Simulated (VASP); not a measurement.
# YOs2Pt2 (I4/mmm) in VASP: single point with PBE

Aim: the single point of YOs2Pt2 with PBE.

All numbers are computed with VASP 6.6.1; they aren't measurements. Logs are shortened: lines on timing, memory, paths and dates and some standing lists are left out, and cuts for length are marked.

## (1) The cell of the first run

The structure is tetragonal, space group I4/mmm (No. 139). The conventional cell has a = 4.123 Å, b = 4.123 Å, c = 9.725 Å, α = 90.00°, β = 90.00°, γ = 90.00°. Y (site symmetry 4/mmm) has 10 Os at 3.16 to 3.65 Å and 8 Pt at 3.19 Å and 4 Y at 4.12 Å within 4.2 Å. Within 3.2 Å of Os (site symmetry 4mm) lie 4 Pt at 2.39 Å and 1 Os at 2.43 Å and 4 Y at 3.16 Å. Within 3.2 Å of Pt (site symmetry -4m2) lie 4 Os at 2.39 Å and 4 Pt at 2.92 Å and 4 Y at 3.19 Å.

## (2) Single point, PBE

File POSCAR:

```
YOs2Pt2
1.0
    0.0000000000      4.1231020000      0.0000000000
    4.1231020000      0.0000000000      0.0000000000
    2.0615510000      2.0615510000     -4.8625170000
Y Os Pt
1 2 2
Direct
    0.0000000000      0.0000000000      0.0000000000
    0.3750000000      0.3750000000      0.2500000000
    0.6250000000      0.6250000000      0.7500000000
    0.7500000000      0.2500000000      0.5000000000
    0.2500000000      0.7500000000      0.5000000000
```

File INCAR.step1:

```
ALGO = Normal
EDIFF = 1E-7
ENCUT = 520
GGA = PE
ISIF = 2
ISMEAR = -1
LASPH = True
LCHARG = True
LMAXMIX = 4
LREAL = False
LWAVE = False
NBANDS = 32
NELM = 100
PREC = Accurate
SIGMA = 0.0189
```

File KPOINTS.step1:

```
k-points
0
Gamma
  9 9 9
```

File INCAR.step2:

```
ALGO = Normal
EDIFF = 1E-7
ENCUT = 520
GGA = PE
ICHARG = 11
ISIF = 2
ISMEAR = -5
LASPH = True
LCHARG = False
LMAXMIX = 4
LORBIT = 11
LREAL = False
LWAVE = False
NEDOS = 2001
NELM = 100
PREC = Accurate
SIGMA = 0.0189
```

File KPOINTS.step2:

```
k-points
0
Gamma
  14 14 14
```

Potentials or basis: VASP PAW PBE potentials, release 64 (Y_sv, Os, Pt).

The run is started by

```sh
$ cat potpaw_PBE.64/Y_sv/POTCAR potpaw_PBE.64/Os/POTCAR potpaw_PBE.64/Pt/POTCAR > POTCAR
$ cp INCAR.step1 INCAR
$ cp KPOINTS.step1 KPOINTS
$ mpirun -np 1 vasp_std > vasp.out
$ cp INCAR.step2 INCAR
$ cp KPOINTS.step2 KPOINTS
$ mpirun -np 1 vasp_std > vasp.out
```

OUTCAR:

```text
EDIFF = 1E-7
   ENCUT = 520
   GGA = PE
   ICHARG = 11
   ISIF = 2
   ISMEAR = -5
   LASPH = True
   LORBIT = 11
   LREAL = False
   NELM = 100
   PREC = Accurate

 ion  position               nearest neighbor table
   1  0.000  0.000  0.000-   3 3.16   3 3.16   3 3.16   2 3.16   3 3.16   2 3.16   2 3.16   2 3.16
                             5 3.19   4 3.19   5 3.19   4 3.19   4 3.19   5 3.19   5 3.19   4 3.19
   2  0.375  0.375  0.250-   4 2.39   5 2.39   5 2.39   4 2.39   3 2.43   1 3.16   1 3.16   1 3.16
                             1 3.16   1 3.65
   3  0.625  0.625  0.750-   5 2.39   4 2.39   4 2.39   5 2.39   2 2.43   1 3.16   1 3.16   1 3.16
                             1 3.16   1 3.65
   4  0.750  0.250  0.500-   2 2.39   2 2.39   3 2.39   3 2.39   5 2.92   5 2.92   5 2.92   5 2.92
                             1 3.19   1 3.19   1 3.19   1 3.19
   5  0.250  0.750  0.500-   2 2.39   2 2.39   3 2.39   3 2.39   4 2.92   4 2.92   4 2.92   4 2.92
                             1 3.19   1 3.19   1 3.19   1 3.19

  LATTYP: Found a body centered tetragonal cell.
 ALAT       =     4.1231020000
 C/A-ratio  =     2.3586692738

  Lattice vectors:

 A1 = (  -2.0615510000,   2.0615510000,   4.8625170000)
 A2 = (   2.0615510000,  -2.0615510000,   4.8625170000)
 A3 = (   2.0615510000,   2.0615510000,  -4.8625170000)

Analysis of symmetry for initial positions (statically):
=====================================================================
 Subroutine PRICEL returns:
 Original cell was already a primitive cell.

 Routine SETGRP: Setting up the symmetry group for a
 body centered tetragonal supercell.

 Subroutine GETGRP returns: Found 16 space group operations
 (whereof 16 operations were pure point group operations)
 out of a pool of 16 trial point group operations.

The static configuration has the point symmetry D_4h.

Analysis of symmetry for dynamics (positions and initial velocities):
=====================================================================
 Subroutine PRICEL returns:
 Original cell was already a primitive cell.

 Routine SETGRP: Setting up the symmetry group for a
 body centered tetragonal supercell.

 Subroutine GETGRP returns: Found 16 space group operations
 (whereof 16 operations were pure point group operations)
 out of a pool of 16 trial point group operations.

The dynamic configuration has the point symmetry D_4h.

 Subroutine INISYM returns: Found 16 space group operations
 (whereof 16 operations are pure point group operations),
[... 116 lines left out ...]
   NUPDOWN=      -1.0000    fix difference up-down
   EMIN   =  10.00;   EMAX   =-10.00  energy-range for DOS
   EFERMI =   0.00;   METHOD = LEGACY
   ISMEAR =    -5;   SIGMA  =   0.02  broadening in eV -4-tet -1-fermi 0-gaus
   EFERMI_NEDOS =   21; number of points for ismear=-14 and -15
   IALGO  =     38    algorithm
   IMIX   =      4    mixing-type and parameters
     AMIX     =   0.40;   BMIX     =  1.00
     AMIX_MAG =   1.60;   BMIX_MAG =  1.00
  volume/ion in A,a.u.               =      16.53       111.57
  Fermi-wavevector in a.u.,A,eV,Ry     =   1.356244  2.562929 25.026510  1.839397
  Thomas-Fermi vector in A             =   2.483263
   LORBIT       =     11    0 simple, 1 ext, 2 COOP (PROOUT), +10 PAW based schemes
   GGA     = PE    functional components
   LHFCALC =     F    Hartree Fock is set to
   AEXX    =    0.0000 exact exchange contribution
   IVDW    =     0    specifies the selected vdW correction
   LEPSILON=     F    determine dielectric tensor
   LRPA    =     F    only Hartree local field effects (RPA)
 non-spin polarized calculation
 Fermi weights with tetrahedron method with Bloechl corrections
  energy-cutoff  :      520.00
  volume of cell :       82.66
 maximum number of plane-waves:      2259

 number of electron      47.0000001 magnetization

 Free energy of the ion-electron system (eV)
  ---------------------------------------------------
  ext. energy  EPLUGINS =         0.00000000
  ---------------------------------------------------
  free energy    TOTEN  =       -38.99302807 eV

  energy without entropy =      -38.99302807  energy(sigma->0) =      -38.99302807

 E-fermi :   8.9640     XC(G=0): -12.7344

 val. band max:        9.0103963900   @ k =   0.4286   0.4286   0.2143
 cond. band min:       8.9294742224   @ k =   0.2143   0.0000  -0.0000
 fundamental gap:     -0.0809221676
 Fermi energy:         8.9640427624

 k-point     1 :       0.0000    0.0000    0.0000
  band No.  band energies     occupation
      1     -33.2531      2.00000
      2     -13.3804      2.00000
      3     -13.2461      2.00000
      4     -13.2461      2.00000
      5      -0.9638      2.00000
      6       1.2800      2.00000
[... 733 lines left out ...]
     27      10.6732      0.00000
     28      11.1701      0.00000

 [... further k-points ...]

------------------------ aborting loop because EDIFF is reached ----------------------------------------

  FORCE on cell =-STRESS in cart. coord.  units (eV):
  Direction    XX          YY          ZZ          XY          YZ          ZX
  --------------------------------------------------------------------------------------
  -------------------------------------------------------------------------------------
  Total       27.6726977     27.6726977     17.2312514      0.0000000      0.0000000      0.0000000
  in kB      536.3555646    536.3555646    333.9781922      0.0000000      0.0000000      0.0000000
  external PRESSURE =     468.8964405 kB  Pullay stress =       0.0000000 kB

 VOLUME and BASIS-vectors are now :
 -----------------------------------------------------------------------------
  energy-cutoff  :      520.00
  volume of cell :       82.66
      direct lattice vectors                 reciprocal lattice vectors
     0.000000000  4.123102000  0.000000000     0.000000000  0.242535838  0.102827404
     4.123102000  0.000000000  0.000000000     0.242535838  0.000000000  0.102827404
     2.061551000  2.061551000 -4.862517000     0.000000000  0.000000000 -0.205654808

 POSITION                                       TOTAL-FORCE (eV/Angst)
 -----------------------------------------------------------------------------------
      0.00000      0.00000      0.00000         0.000000     -0.000000      0.000000
      2.06155      2.06155     -1.21563        -0.000000     -0.000000      6.787023
      4.12310      4.12310     -3.64689         0.000000      0.000000     -6.787023
      2.06155      4.12310     -2.43126         0.000000      0.000000      0.000000
      4.12310      2.06155     -2.43126        -0.000000      0.000000      0.000000
 -----------------------------------------------------------------------------------
    total drift:                               -0.000000     -0.000000     -0.000000

  FREE ENERGIE OF THE ION-ELECTRON SYSTEM (eV)
  ---------------------------------------------------
  free  energy   TOTEN  =       -38.9930280698 eV

  energy  without entropy=      -38.9930280698  energy(sigma->0) =      -38.99302807

 total charge

# of ion       s       p       d       f       tot
--------------------------------------------------
    1        2.201   6.412   0.997   0.052   9.662
    2        0.768   0.755   6.196   0.000   7.718
    3        0.768   0.755   6.196   0.000   7.718
    4        0.893   0.844   8.197   0.000   9.934
    5        0.893   0.844   8.197   0.000   9.934
--------------------------------------------------
tot          5.521   9.609  29.783   0.052  44.966
```

OUTCAR.step1:

```text
EDIFF = 1E-7
   ENCUT = 520
   GGA = PE
   ISIF = 2
[... 1078 lines left out ...]
      2.06155      2.06155     -1.21563         0.000000      0.000000      6.809343
      4.12310      4.12310     -3.64689        -0.000000     -0.000000     -6.809343
      2.06155      4.12310     -2.43126        -0.000000      0.000000      0.000000
      4.12310      2.06155     -2.43126         0.000000      0.000000      0.000000
 -----------------------------------------------------------------------------------
    total drift:                               -0.000000     -0.000000     -0.000000

  FREE ENERGIE OF THE ION-ELECTRON SYSTEM (eV)
  ---------------------------------------------------
  free  energy   TOTEN  =       -38.9928928342 eV

  energy  without entropy=      -38.9865524501  energy(sigma->0) =      -38.98972264
```

OSZICAR.step1:

```text
N       E                     dE             d eps       ncg     rms          rms(c)
DAV:   1     0.313781832179E+03    0.31378E+03   -0.23049E+04  4800   0.143E+03
DAV:   2    -0.210197907710E+02   -0.33480E+03   -0.31048E+03  5192   0.397E+02
DAV:   3    -0.405995002167E+02   -0.19580E+02   -0.18200E+02  6816   0.791E+01
DAV:   4    -0.413551461730E+02   -0.75565E+00   -0.75227E+00  6512   0.154E+01
DAV:   5    -0.413747969196E+02   -0.19651E-01   -0.19639E-01  6520   0.201E+00    0.504E+01
DAV:   6    -0.396134472552E+02    0.17613E+01   -0.47385E+00  5136   0.151E+01    0.286E+01
DAV:   7    -0.394093076340E+02    0.20414E+00   -0.28809E+00  6608   0.157E+01    0.847E+00
DAV:   8    -0.390065076381E+02    0.40280E+00   -0.15597E+00  6520   0.119E+01    0.419E+00
DAV:   9    -0.389942291127E+02    0.12279E-01   -0.83295E-02  5920   0.242E+00    0.161E+00
DAV:  10    -0.389943663747E+02   -0.13726E-03   -0.24800E-02  5808   0.111E+00    0.323E-01
DAV:  11    -0.389928841863E+02    0.14822E-02   -0.58493E-03  6280   0.791E-01    0.128E-01
DAV:  12    -0.389928865454E+02   -0.23591E-05   -0.34507E-04  6048   0.152E-01    0.487E-02
DAV:  13    -0.389928927080E+02   -0.61626E-05   -0.37382E-05  6208   0.432E-02    0.162E-02
DAV:  14    -0.389928929322E+02   -0.22421E-06   -0.17701E-06  6960   0.101E-02    0.393E-03
DAV:  15    -0.389928928342E+02    0.97957E-07   -0.17474E-07  3784   0.244E-03
   1 F= -.38992893E+02 E0= -.38989723E+02  d E =-.634038E-02
```

Run time: 7.5 min. Hardware: 1 thread of Intel Xeon Platinum 8259CL at 2.50GHz (Skylake/Cascade Lake), shared host; peak memory 0.69 GiB.

What came out:

```
Valence electrons inside the program's atomic spheres : Y 9.66; Os 7.72; Pt 9.93
```

Caveat: spin-orbit coupling is left out, which moves the levels of the heavy elements; tetrahedron occupations give inexact forces and stress in metals.
